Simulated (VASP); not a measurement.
# InSb (R-3m) in VASP: notebook, part 2 of 2

VASP 6.6.1. Earlier steps stand in the parts before.

### Step 5. Single point, PBE+D3(BJ)

This run uses another cell than the first one, of the same volume but with other edges.

The input, INCAR:

```
ALGO = Fast
EDIFF = 1E-6
ENCUT = 520
GGA = PE
ISIF = 2
ISMEAR = 0
IVDW = 12
LASPH = T
LCHARG = T
LELF = T
LREAL = F
LVHAR = T
LWAVE = F
NBANDS = 16
NELM = 80
PREC = Accurate
SIGMA = 0.15
```

The input, KPOINTS:

```
k-points
0
Gamma
  14 14 14
```

The input, POSCAR:

```
InSb
1.0
    3.8596743991      0.4640664234      0.4640664234
    0.4640664234      3.8596743991      0.4640664234
    0.4640664234      0.4640664234      3.8596743991
In Sb
1 1
Direct
    0.0000000000      0.0000000000      0.0000000000
    0.5000000000      0.5000000000      0.5000000000
```

Potentials or basis: VASP PAW PBE potentials, release 64 (In_d, Sb).

Launch:

```sh
$ cat potpaw_PBE.64/In_d/POTCAR potpaw_PBE.64/Sb/POTCAR > POTCAR
$ mpirun -np 1 vasp_std > vasp.out
```

OUTCAR:

```text
EDIFF = 1E-6
   ENCUT = 520
   GGA = PE
   ISIF = 2
   ISMEAR = 0
   IVDW = 12
   LASPH = T
   LREAL = F
   NELM = 80
   PREC = Accurate
 IVDW          = 12

 ion  position               nearest neighbor table
   1  0.000  0.000  0.000-   2 3.10   2 3.10   2 3.10   2 3.10   2 3.10   2 3.10
   2  0.500  0.500  0.500-   1 3.10   1 3.10   1 3.10   1 3.10   1 3.10   1 3.10

  LATTYP: Found a trigonal (rhomboedric) cell.
 ALAT       =     3.9150736593
 COS(alpha) =     0.2477620922

  Lattice vectors:

 A1 = (   3.8596743991,   0.4640664234,   0.4640664234)
 A2 = (   0.4640664234,   3.8596743991,   0.4640664234)
 A3 = (   0.4640664234,   0.4640664234,   3.8596743991)

Analysis of symmetry for initial positions (statically):
=====================================================================
 Subroutine PRICEL returns:
 Original cell was already a primitive cell.

 Routine SETGRP: Setting up the symmetry group for a
 trigonal (rhombohedral) supercell.

 Subroutine GETGRP returns: Found 12 space group operations
 (whereof 12 operations were pure point group operations)
 out of a pool of 12 trial point group operations.

The static configuration has the point symmetry D_3d.

Analysis of symmetry for dynamics (positions and initial velocities):
=====================================================================
 Subroutine PRICEL returns:
 Original cell was already a primitive cell.

 Routine SETGRP: Setting up the symmetry group for a
 trigonal (rhombohedral) supercell.

 Subroutine GETGRP returns: Found 12 space group operations
 (whereof 12 operations were pure point group operations)
 out of a pool of 12 trial point group operations.

The dynamic configuration has the point symmetry D_3d.

 Subroutine INISYM returns: Found 12 space group operations
 (whereof 12 operations are pure point group operations),
 and found     1 'primitive' translations

----------------------------------------------------------------------------------------

                                     Primitive cell

  volume of cell :      55.2042

  direct lattice vectors                    reciprocal lattice vectors
     3.859674399  0.464066423  0.464066423     0.265953341 -0.028544730 -0.028544730
     0.464066423  3.859674399  0.464066423    -0.028544730  0.265953341 -0.028544730
     0.464066423  0.464066423  3.859674399    -0.028544730 -0.028544730  0.265953341

  length of vectors
     3.915073659  3.915073659  3.915073659     0.268999596  0.268999596  0.268999596

  position of ions in fractional coordinates (direct lattice)
     0.000000000  0.000000000  0.000000000
     0.500000000  0.500000000  0.500000000

  ion indices of the primitive-cell ions
   primitive index   ion index
                 1           1
                 2           2

----------------------------------------------------------------------------------------

 KPOINTS: k-points

Automatic generation of k-mesh.
 Grid dimensions read from file:
 generate k-points for:   14   14   14

 Generating k-lattice:

  Cartesian coordinates                     Fractional coordinates (reciprocal lattice)
     0.018996667 -0.002038909 -0.002038909     0.071428571  0.000000000  0.000000000
    -0.002038909  0.018996667 -0.002038909     0.000000000  0.071428571  0.000000000
    -0.002038909 -0.002038909  0.018996667     0.000000000  0.000000000  0.071428571

  Length of vectors
     0.019214257  0.019214257  0.019214257

  Shift w.r.t. Gamma in fractional coordinates (k-lattice)
     0.000000000  0.000000000  0.000000000

 Subroutine IBZKPT returns following result:
 ===========================================

 Found    288 irreducible k-points:

 Following reciprocal coordinates:
            Coordinates               Weight
  0.000000  0.000000  0.000000      1.000000
  0.071429 -0.000000 -0.000000      6.000000
  0.142857  0.000000  0.000000      6.000000
  0.214286 -0.000000  0.000000      6.000000
  0.285714  0.000000  0.000000      6.000000
  0.357143  0.000000  0.000000      6.000000
[... 16 lines left out ...]
  0.214286  0.142857 -0.000000     12.000000
  0.285714  0.142857  0.000000     12.000000
 [... further k-points ...]
   k-points           NKPTS =    288   k-points in BZ     NKDIM =    288   number of bands    NBANDS=     16
   number of dos      NEDOS =    301   number of ions     NIONS =      2
   total plane-waves  NPLWV =  27000
   dimension x,y,z NGX =    30 NGY =   30 NGZ =   30
   dimension x,y,z NGXF=    60 NGYF=   60 NGZF=   60
   ions per type =               1   1
   NGX,Y,Z   is equivalent  to a cutoff of  12.74, 12.74, 12.74 a.u.
   NGXF,Y,Z  is equivalent  to a cutoff of  25.48, 25.48, 25.48 a.u.
 SYSTEM =  unknown system
   PREC   = accura    normal or accurate (medium, high low for compatibility)
   ISTART =      0    job   : 0-new  1-cont  2-samecut
   ICHARG =      2    charge: 1-file 2-atom 10-const
   ISPIN  =      1    spin polarized calculation?
   LNONCOLLINEAR =      F non collinear calculations
   LSORBIT =      F    spin-orbit coupling
   LASPH  =      T    aspherical Exc in radial PAW
   ENCUT  =  520.0 eV  38.22 Ry    6.18 a.u.   7.28  7.28  7.28*2*pi/ulx,y,z
   NELM   =     80;   NELMIN=  2; NELMDL= -5     # of ELM steps
   EDIFF  = 0.1E-05   stopping-criterion for ELM
   LREAL  =      F    real-space projection
   EDIFFG = 0.1E-04   stopping-criterion for IOM
   NSW    =      0    number of steps for IOM
   IBRION =     -1    ionic relax: 0-MD 1-quasi-New 2-CG
   NFREE  =      0    steps in history (QN), initial steepest desc. (CG)
   ISIF   =      2    stress and relaxation
   ISYM   =      2    0-nonsym 1-usesym 2-fastsym
   POTIM  = 0.5000    time-step for ionic-motion
   TEBEG  =    0.0;   TEEND  =   0.0 temperature during run
   PSTRESS=    0.0 pullay stress
   NELECT =      18.0000    total number of electrons
   NUPDOWN=      -1.0000    fix difference up-down
   EMIN   =  10.00;   EMAX   =-10.00  energy-range for DOS
   EFERMI =   0.00;   METHOD = LEGACY
   ISMEAR =     0;   SIGMA  =   0.15  broadening in eV -4-tet -1-fermi 0-gaus
   EFERMI_NEDOS =   21; number of points for ismear=-14 and -15
   IALGO  =     68    algorithm
   IMIX   =      4    mixing-type and parameters
     AMIX     =   0.40;   BMIX     =  1.00
     AMIX_MAG =   1.60;   BMIX_MAG =  1.00
  volume/ion in A,a.u.               =      27.60       186.27
  Fermi-wavevector in a.u.,A,eV,Ry     =   1.126787  2.129318 17.274616  1.269648
  Thomas-Fermi vector in A             =   2.263470
   LORBIT       =      0    0 simple, 1 ext, 2 COOP (PROOUT), +10 PAW based schemes
   GGA     = PE    functional components
   LHFCALC =     F    Hartree Fock is set to
   AEXX    =    0.0000 exact exchange contribution
   IVDW    =    12    specifies the selected vdW correction
   LEPSILON=     F    determine dielectric tensor
   LRPA    =     F    only Hartree local field effects (RPA)
 non-spin polarized calculation
 RMM-DIIS sequential band-by-band and
 Gauss-broadening in eV      SIGMA  =   0.15
  energy-cutoff  :      520.00
  volume of cell :       55.20
 maximum number of plane-waves:      1517
 NGX is ok and might be reduce to    30

 number of electron      18.0000007 magnetization

 Free energy of the ion-electron system (eV)
  ---------------------------------------------------
  ext. energy  EPLUGINS =         0.00000000
  ---------------------------------------------------
  free energy    TOTEN  =        -6.41993917 eV

  energy without entropy =       -6.40205992  energy(sigma->0) =       -6.41099954

 E-fermi :   7.3427     XC(G=0):  -9.9993

 val. band max:        7.3278369776   @ k =  -0.2143  -0.2857   0.1429
 cond. band min:       7.3498987543   @ k =  -0.3571   0.2857   0.2143
 fundamental gap:      0.0220617767
 Fermi energy:         7.3427294224

 k-point     1 :       0.0000    0.0000    0.0000
  band No.  band energies     occupation
      1      -7.1808      2.00000
      2      -7.1808      2.00000
      3      -7.1169      2.00000
      4      -7.1127      2.00000
      5      -7.1127      2.00000
      6      -3.9641      2.00000
[... 8 lines left out ...]
     15      14.4875      0.00000
     16      17.0749      0.00000
[... 419 lines left out ...]
 k-point    24 :       0.2857    0.1429    0.0000
  band No.  band energies     occupation
      1      -7.1954      2.00000
      2      -7.1426      2.00000
      3      -7.1419      2.00000
      4      -7.1173      2.00000
      5      -7.1047      2.00000
      6      -3.1363      2.00000
[... 8 lines left out ...]
     15      14.9977      0.00000
     16      16.5036      0.00000

 [... further k-points ...]

------------------------ aborting loop because EDIFF is reached ----------------------------------------

 Edisp (eV)   -0.82528

 E8    (eV) :    -0.3967

  FORCE on cell =-STRESS in cart. coord.  units (eV):
  Direction    XX          YY          ZZ          XY          YZ          ZX
  --------------------------------------------------------------------------------------
  -------------------------------------------------------------------------------------
  Total      -0.17717    -0.17717    -0.17717     0.28675     0.28675     0.28675
  in kB      -5.14183    -5.14183    -5.14183     8.32231     8.32231     8.32231
  external pressure =       -5.14 kB  Pullay stress =        0.00 kB

 VOLUME and BASIS-vectors are now :
 -----------------------------------------------------------------------------
  energy-cutoff  :      520.00
  volume of cell :       55.20
      direct lattice vectors                 reciprocal lattice vectors
     3.859674399  0.464066423  0.464066423     0.265953341 -0.028544730 -0.028544730
     0.464066423  3.859674399  0.464066423    -0.028544730  0.265953341 -0.028544730
     0.464066423  0.464066423  3.859674399    -0.028544730 -0.028544730  0.265953341

 POSITION                                       TOTAL-FORCE (eV/Angst)
 -----------------------------------------------------------------------------------
      0.00000      0.00000      0.00000         0.000000      0.000000      0.000000
      2.39390      2.39390      2.39390        -0.000000     -0.000000      0.000000
 -----------------------------------------------------------------------------------
    total drift:                                0.000000     -0.000000     -0.000000

  FREE ENERGIE OF THE ION-ELECTRON SYSTEM (eV)
  ---------------------------------------------------
  free  energy   TOTEN  =        -7.2452204455 eV

  energy  without entropy=       -7.2273411975  energy(sigma->0) =       -7.23628082
```

stdout:

```text
POSCAR found type information on POSCAR InSb
 POSCAR found :  2 types and       2 ions
 scaLAPACK will be used
 LDA part: xc-table for (Slater+PW92), standard interpolation
 POSCAR, INCAR and KPOINTS ok, starting setup
 FFT: planning ... GRIDC
 FFT: planning ... GRID_SOFT
 FFT: planning ... GRID
 WAVECAR not read
 entering main loop
WARNING in EDDRMM: call to ZHEGV failed, returncode =   6  3     16
WARNING in EDDRMM: call to ZHEGV failed, returncode =   8  4     16
WARNING in EDDRMM: call to ZHEGV failed, returncode =   8  4     15
WARNING in EDDRMM: call to ZHEGV failed, returncode =   6  3     16
WARNING in EDDRMM: call to ZHEGV failed, returncode =   8  4     16
WARNING in EDDRMM: call to ZHEGV failed, returncode =   6  3     13
WARNING in EDDRMM: call to ZHEGV failed, returncode =   8  4     15
WARNING in EDDRMM: call to ZHEGV failed, returncode =   8  4     16
```

Wall time 5 min (1 thread of Oxide Virtual Turin-like, shared host); peak memory 0.35 GiB.

What came out:

```yaml
Free_energy: -7.2452 eV
Pressure: -0.5 GPa
Band_gap_on_the_k_mesh: zero (bands 9 and 10 overlap by 2.21 eV)
Dispersion_energy_per_atom: -0.413 eV
```

Caveat: spin-orbit coupling is left out, which moves the levels of the heavy elements.

### Step 6. The runs side by side

| cell | gap on the mesh (eV) | pressure (GPa) |
| --- | --- | --- |
| a = 4.073 Å, angles 67.3°, 2 atoms | none | 0.0 |
| a = 4.155 Å, angles 109.5°, 2 atoms | none | 58.6 |
| a = 3.899 Å, angles 101.4°, 2 atoms | none | 7.1 |
| a = 3.915 Å, angles 75.7°, 2 atoms | none | -0.5 |

Alike in all rows: task single point; level PBE+D3(BJ); potentials or basis VASP PAW PBE potentials, release 64 (In_d, Sb); no spin polarisation; k mesh 14 × 14 × 14; cutoff (eV) 520; smearing gaussian 0.15 eV.

Caveats: spin-orbit coupling is left out, which moves the levels of the heavy elements; the cell stands under pressure (at least some runs).

Total energies depend on the potentials used, so only differences within one code and one set of settings carry meaning.

The gap in the log of VASP goes by the Fermi energy; the results here count the filled bands.